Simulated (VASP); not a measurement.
# InP (F-43m) in VASP: a series of runs, part 2 of 2

VASP 6.6.1.

## 4. Relaxation of cell and atoms, LDA, target pressure -2 GPa, at which the enthalpy is minimised

This run uses another cell than the first one, of 24.74 Å³/atom, 0.971 times its volume.

Input file INCAR:

```
SYSTEM = InP
ALGO     = Normal         ! electronic algorithm
EDIFF    = 1E-6           ! SCF threshold, eV
EDIFFG   = -0.002         ! ionic threshold
ENCUT    = 600            ! plane-wave cutoff, eV
IBRION   = 2              ! ionic algorithm
ISIF     = 3              ! what is computed and relaxed
ISMEAR   = 0              ! smearing method
LASPH    = .True.         ! aspherical terms in the spheres
LCHARG   = .False.        ! write CHGCAR
LREAL    = .False.        ! projectors in reciprocal space
LWAVE    = .False.        ! write WAVECAR
NELM     = 80             ! most SCF steps
NSW      = 100            ! ionic steps
PREC     = Accurate       ! precision mode
PSTRESS  = -20.0        
SIGMA    = 0.01           ! smearing width, eV
```

Input file KPOINTS:

```
k-points
0
Gamma
  8 8 8
  0 0 0
```

Input file POSCAR:

```
InP
1.0
    2.9136593589      2.9136593589      0.0000000000
   -2.9136593589      2.9136593589      0.0000000000
    0.0000000000      2.9136593589      2.9136593589
In P
1 1
Direct
    0.0000000000      0.0000000000      0.0000000000
    0.7500000000      0.2500000000      0.5000000000
```

Potentials or basis: VASP PAW LDA potentials, release 64 (In_d, P).

Launch:

```bash
cat potpaw_LDA.64/In_d/POTCAR potpaw_LDA.64/P/POTCAR > POTCAR
mpirun -np 1 vasp_std > vasp.out
```

OUTCAR:

```text
SYSTEM = InP
   EDIFF = 1E-6
   EDIFFG = -0.002
   ENCUT = 600
   IBRION = 2
   ISIF = 3
   ISMEAR = 0
   LASPH = .True.
   LREAL = .False.
   NELM = 80
   NSW = 100
   PREC = Accurate
   PSTRESS = -20.0

 ion  position               nearest neighbor table
   1  0.000  0.000  0.000-   2 2.52   2 2.52   2 2.52   2 2.52
   2  0.750  0.250  0.500-   1 2.52   1 2.52   1 2.52   1 2.52

  LATTYP: Found a face centered cubic cell.
 ALAT       =     5.8273187178

  Lattice vectors:

 A1 = (   0.0000000000,   2.9136593589,   2.9136593589)
 A2 = (   2.9136593589,   0.0000000000,   2.9136593589)
 A3 = (   2.9136593589,   2.9136593589,   0.0000000000)

Analysis of symmetry for initial positions (statically):
=====================================================================
 Subroutine PRICEL returns:
 Original cell was already a primitive cell.

 Routine SETGRP: Setting up the symmetry group for a
 face centered cubic supercell.

 Subroutine GETGRP returns: Found 24 space group operations
 (whereof 24 operations were pure point group operations)
 out of a pool of 48 trial point group operations.

The static configuration has the point symmetry T_d .

Analysis of symmetry for dynamics (positions and initial velocities):
=====================================================================
 Subroutine PRICEL returns:
 Original cell was already a primitive cell.

 Routine SETGRP: Setting up the symmetry group for a
 face centered cubic supercell.

 Subroutine GETGRP returns: Found 24 space group operations
 (whereof 24 operations were pure point group operations)
 out of a pool of 48 trial point group operations.

The dynamic configuration has the point symmetry T_d .

 Subroutine INISYM returns: Found 24 space group operations
 (whereof 24 operations are pure point group operations),
 and found     1 'primitive' translations

----------------------------------------------------------------------------------------

                                     Primitive cell

  volume of cell :      49.4705

  direct lattice vectors                    reciprocal lattice vectors
     2.913659359  2.913659359  0.000000000     0.171605510  0.171605510 -0.171605510
    -2.913659359  2.913659359  0.000000000    -0.171605510  0.171605510 -0.171605510
     0.000000000  2.913659359  2.913659359     0.000000000  0.000000000  0.343211020

  length of vectors
     4.120536581  4.120536581  4.120536581     0.297229462  0.297229462  0.343211020

  position of ions in fractional coordinates (direct lattice)
     0.000000000  0.000000000  0.000000000
     0.750000000  0.250000000  0.500000000

  ion indices of the primitive-cell ions
   primitive index   ion index
                 1           1
                 2           2

----------------------------------------------------------------------------------------

 KPOINTS: k-points

Automatic generation of k-mesh.
 Grid dimensions read from file:
 generate k-points for:    8    8    8

 Generating k-lattice:

  Cartesian coordinates                     Fractional coordinates (reciprocal lattice)
[... 44 lines left out ...]
   total plane-waves  NPLWV =  46656
   dimension x,y,z NGX =    36 NGY =   36 NGZ =   36
   dimension x,y,z NGXF=    72 NGYF=   72 NGZF=   72
   ions per type =               1   1
   NGX,Y,Z   is equivalent  to a cutoff of  14.52, 14.52, 14.52 a.u.
   NGXF,Y,Z  is equivalent  to a cutoff of  29.05, 29.05, 29.05 a.u.
 SYSTEM =  InP
   PREC   = accura    normal or accurate (medium, high low for compatibility)
   ISTART =      0    job   : 0-new  1-cont  2-samecut
   ICHARG =      2    charge: 1-file 2-atom 10-const
   ISPIN  =      1    spin polarized calculation?
   LNONCOLLINEAR =      F non collinear calculations
   LSORBIT =      F    spin-orbit coupling
   LASPH  =      T    aspherical Exc in radial PAW
   ENCUT  =  600.0 eV  44.10 Ry    6.64 a.u.   8.23  8.23  8.23*2*pi/ulx,y,z
   NELM   =     80;   NELMIN=  2; NELMDL= -5     # of ELM steps
   EDIFF  = 0.1E-05   stopping-criterion for ELM
   LREAL  =      F    real-space projection
   EDIFFG = -.2E-02   stopping-criterion for IOM
   NSW    =    100    number of steps for IOM
   IBRION =      2    ionic relax: 0-MD 1-quasi-New 2-CG
   NFREE  =      1    steps in history (QN), initial steepest desc. (CG)
   ISIF   =      3    stress and relaxation
   ISYM   =      2    0-nonsym 1-usesym 2-fastsym
   POTIM  = 0.5000    time-step for ionic-motion
   TEBEG  =    0.0;   TEEND  =   0.0 temperature during run
   PSTRESS=  -20.0 pullay stress
   NELECT =      18.0000    total number of electrons
   NUPDOWN=      -1.0000    fix difference up-down
   EMIN   =  10.00;   EMAX   =-10.00  energy-range for DOS
   EFERMI =   0.00;   METHOD = LEGACY
   ISMEAR =     0;   SIGMA  =   0.01  broadening in eV -4-tet -1-fermi 0-gaus
   EFERMI_NEDOS =   21; number of points for ismear=-14 and -15
   IALGO  =     38    algorithm
   IMIX   =      4    mixing-type and parameters
     AMIX     =   0.40;   BMIX     =  1.00
     AMIX_MAG =   1.60;   BMIX_MAG =  1.00
  volume/ion in A,a.u.               =      24.74       166.92
  Fermi-wavevector in a.u.,A,eV,Ry     =   1.168737  2.208593 18.584834  1.365947
  Thomas-Fermi vector in A             =   2.305220
   LORBIT       =      0    0 simple, 1 ext, 2 COOP (PROOUT), +10 PAW based schemes
   GGA     = CA    functional components
   LHFCALC =     F    Hartree Fock is set to
   AEXX    =    0.0000 exact exchange contribution
   IVDW    =     0    specifies the selected vdW correction
   LEPSILON=     F    determine dielectric tensor
   LRPA    =     F    only Hartree local field effects (RPA)
 conjugate gradient relaxation of ions
 non-spin polarized calculation
 Gauss-broadening in eV      SIGMA  =   0.01
  energy-cutoff  :      600.00
  volume of cell :       49.47
 maximum number of plane-waves:      1676
 NGX is ok and might be reduce to    36
   NGX = 17   NGY = 17   NGZ = 17

--------------------------------------- Ionic step        1  -------------------------------------------

 number of electron      18.0000001 magnetization

 Free energy of the ion-electron system (eV)
  ---------------------------------------------------
  ext. energy  EPLUGINS =         0.00000000
  ---------------------------------------------------
  free energy    TOTEN  =        -9.67227880 eV

  energy without entropy =       -9.67227880  energy(sigma->0) =       -9.67227880

------------------------ aborting loop because EDIFF is reached ----------------------------------------

  FORCE on cell =-STRESS in cart. coord.  units (eV):
  Direction    XX          YY          ZZ          XY          YZ          ZX
  --------------------------------------------------------------------------------------
  -------------------------------------------------------------------------------------
  Total        0.0075067      0.0075067      0.0075067     -0.0000000     -0.0000000      0.0000000
  in kB        0.2431173      0.2431173      0.2431173     -0.0000000     -0.0000000      0.0000000
  external PRESSURE =      20.2431173 kB  Pullay stress =     -20.0000000 kB
[... 63 lines left out ...]
--------------------------------------- Ionic step        3  -------------------------------------------

 number of electron      17.9999998 magnetization

 Free energy of the ion-electron system (eV)
  ---------------------------------------------------
  ext. energy  EPLUGINS =         0.00000000
  ---------------------------------------------------
  free energy    TOTEN  =        -9.66257526 eV

  energy without entropy =       -9.66257526  energy(sigma->0) =       -9.66257526

 E-fermi :   4.9048     XC(G=0):  -9.5536

 val. band max:        4.8634996663   @ k =   0.0000   0.0000   0.0000
 cond. band min:       5.3017220003   @ k =   0.0000   0.0000   0.0000
 fundamental gap:      0.4382223339
 Fermi energy:         4.9048227992

 k-point     1 :       0.0000    0.0000    0.0000
  band No.  band energies     occupation
      1      -9.2958      2.00000
      2      -9.2958      2.00000
      3      -9.2958      2.00000
      4      -9.1474      2.00000
      5      -9.1474      2.00000
      6      -6.5912      2.00000
      7       4.8635      2.00000
      8       4.8635      2.00000
      9       4.8635      2.00000
     10       5.3017      0.00000
     11       8.8264      0.00000
     12       8.8264      0.00000
     13       8.8264      0.00000
[... 354 lines left out ...]
  band No.  band energies     occupation
      1      -9.4216      2.00000
      2      -9.2492      2.00000
      3      -9.2294      2.00000
      4      -9.1531      2.00000
      5      -9.1350      2.00000
      6      -4.5652      2.00000
      7      -0.7206      2.00000
      8       2.1546      2.00000
      9       3.2304      2.00000
     10       7.8669      0.00000
     11       8.9128      0.00000
     12      10.6028      0.00000
     13      11.9081      0.00000

 [... further k-points ...]
[... 5 lines left out ...]
  --------------------------------------------------------------------------------------
  -------------------------------------------------------------------------------------
  Total       -0.6400255     -0.6400255     -0.6400255      0.0000000     -0.0000000      0.0000000
  in kB      -20.1040766    -20.1040766    -20.1040766      0.0000000     -0.0000000      0.0000000
  external PRESSURE =      -0.1040766 kB  Pullay stress =     -20.0000000 kB
[... 21 lines left out ...]
  energy  without entropy=       -9.6625752635  energy(sigma->0) =       -9.66257526

  enthalpy is  TOTEN    =       -10.2992874344 eV   P V=       -0.6367121709

 reached required accuracy - stopping structural energy minimisation
```

Run time: 24 s. Hardware: 1 thread of Intel Xeon 6975P-C (Granite Rapids), shared host; peak memory 0.19 GiB.

What came out:

```yaml
Free_energy: -9.6626 eV
Relaxed_volume: 25.50 Å³/atom
Relaxed_cell: a = 4.163 Å, b = 4.163 Å, c = 4.163 Å, α = 60.00°, β = 60.00°, γ = 90.00°
Space_group_after_relaxing_to_0.05_Å: F-43m (No. 216)
Energy_change_on_relaxing_the_enthalpy_is_what_falls: +4.9 meV/atom
Ionic_steps: 3
Pressure_after_relaxing: -2.0 GPa
Band_gap_on_the_k_mesh: 0.44 eV, direct
```

Step by step:
| step | energy change (eV) | largest force (eV/Å) | pressure (GPa) | volume (Å³) |
| --- | --- | --- | --- | --- |
| 1 | 0.0000 | 0.0000 | 0.02 | 49.47 |
| 2 | 0.0209 | 0.0000 | -2.90 | 51.74 |
| 3 | 0.0097 | 0.0000 | -2.01 | 51.01 |

Final structure:
```
CELL_PARAMETERS angstrom
2.94350 2.94350 0.00000
-2.94350 2.94350 0.00000
0.00000 2.94350 2.94350
ATOMIC_POSITIONS crystal
In 0.00000 0.00000 0.00000
P 0.75000 0.25000 0.50000
```

Caveat: the cell is relaxed towards a set pressure, so the enthalpy falls and the energy may rise; spin-orbit coupling is left out, which moves the levels of the heavy elements. A hybrid or GW would open this gap; LDA tends to underestimate it.

## 5. Relaxation of cell and atoms, LDA, target pressure 2 GPa, at which the enthalpy is minimised

This run uses another cell than the first one, of 24.74 Å³/atom, 0.971 times its volume.

Input file INCAR:

```
  ALGO = Normal
  EDIFF = 1E-7
  EDIFFG = -0.002
  ENCUT = 600
  GGA = CA
  IBRION = 2
  ISIF = 3
  ISMEAR = 0
  LASPH = True
  LCHARG = False
  LREAL = False
  LWAVE = False
  NELM = 80
  NSW = 100
  PREC = Accurate
  PSTRESS = 20.0
  SIGMA = 0.01
```

Input file KPOINTS:

```
k-points
0
Gamma
  8 8 8
```

POSCAR is that of step 4.

Launch:

```bash
cat potpaw_LDA.64/In_d/POTCAR potpaw_LDA.64/P/POTCAR > POTCAR
mpirun -np 1 vasp_std > vasp.out
```

Wall time 52 s (1 thread of Intel Xeon Platinum 8488C (Sapphire Rapids), shared host); peak memory 0.18 GiB.

It converged, with:

- Free energy: -9.6645 eV
- Relaxed volume: 24.11 Å³/atom
- Relaxed cell: a = 4.085 Å, b = 4.085 Å, c = 4.085 Å, α = 60.00°, β = 60.00°, γ = 90.00°
- Space group after relaxing (to 0.05 Å): F-43m (No. 216)
- Energy change on relaxing (the enthalpy is what falls): +3.9 meV/atom
- Ionic steps: 3
- Pressure after relaxing: 2.0 GPa
- Band gap on the k mesh: 0.74 eV, direct

Step by step:
| step | energy change (eV) | largest force (eV/Å) | pressure (GPa) | volume (Å³) |
| --- | --- | --- | --- | --- |
| 1 | 0.0000 | 0.0000 | 0.02 | 49.47 |
| 2 | 0.0233 | 0.0000 | 3.57 | 47.31 |
| 3 | 0.0078 | 0.0000 | 1.99 | 48.21 |

Final structure:
```cif
data_structure
_symmetry_space_group_name_H-M 'P 1'
_symmetry_Int_Tables_number 1
_cell_length_a 4.0854
_cell_length_b 4.0854
_cell_length_c 4.0854
_cell_angle_alpha 60.000
_cell_angle_beta 60.000
_cell_angle_gamma 90.000
_cell_volume 48.21
loop_
_atom_site_label
_atom_site_type_symbol
_atom_site_fract_x
_atom_site_fract_y
_atom_site_fract_z
_atom_site_occupancy
In1 In 0.00000 0.00000 0.00000 1
P1 P 0.75000 0.25000 0.50000 1
```

Levels at points of the mesh, in eV from the valence-band top:
| k point | band 7 | band 8 | band 9 | band 10 | band 11 | band 12 |
| --- | --- | --- | --- | --- | --- | --- |
| (0.00, 0.00, 0.00) | 0.00 | 0.00 | 0.00 | 0.74 | 3.96 | 3.96 |
| (0.50, 0.00, 0.00) | -6.07 | -1.06 | -1.06 | 1.43 | 4.71 | 4.71 |
| (0.50, 0.50, 0.00) | -6.05 | -2.51 | -2.51 | 1.52 | 2.12 | 9.27 |

Caveat: the cell is relaxed towards a set pressure, so the enthalpy falls and the energy may rise; spin-orbit coupling is left out, which moves the levels of the heavy elements. LDA usually gives volumes a few per cent too small.

## 6. The runs side by side

```tsv
task	cell	k mesh	cutoff (eV)	smearing	gap on the mesh (eV)	pressure (GPa)
single point	a = 4.162 Å, angles 60.0, 60.0, 90.0°, 2 atoms	8 × 8 × 8	520	gaussian 0.01 eV	0.44	-2.0
single point	a = 4.121 Å, angles 60.0, 60.0, 90.0°, 2 atoms	12 × 12 × 12	520	fermi-dirac 0.1 eV	0.60	0.0
relaxation of cell and atoms	relaxed to -2 GPa from a = 4.121 Å, angles 60.0, 60.0, 90.0°, 2 atoms	8 × 8 × 8	600	gaussian 0.01 eV	0.44	-2.0
relaxation of cell and atoms	relaxed to 2 GPa from a = 4.121 Å, angles 60.0, 60.0, 90.0°, 2 atoms	8 × 8 × 8	600	gaussian 0.01 eV	0.74	2.0
```

Alike in all rows: level LDA; potentials or basis VASP PAW LDA potentials, release 64 (In_d, P); no spin polarisation.

Caveats: spin-orbit coupling is left out, which moves the levels of the heavy elements; the cell is relaxed towards a set pressure, so the enthalpy falls and the energy may rise (some runs).

Total energies depend on the potentials used, so only differences within one code and one set of settings carry meaning.
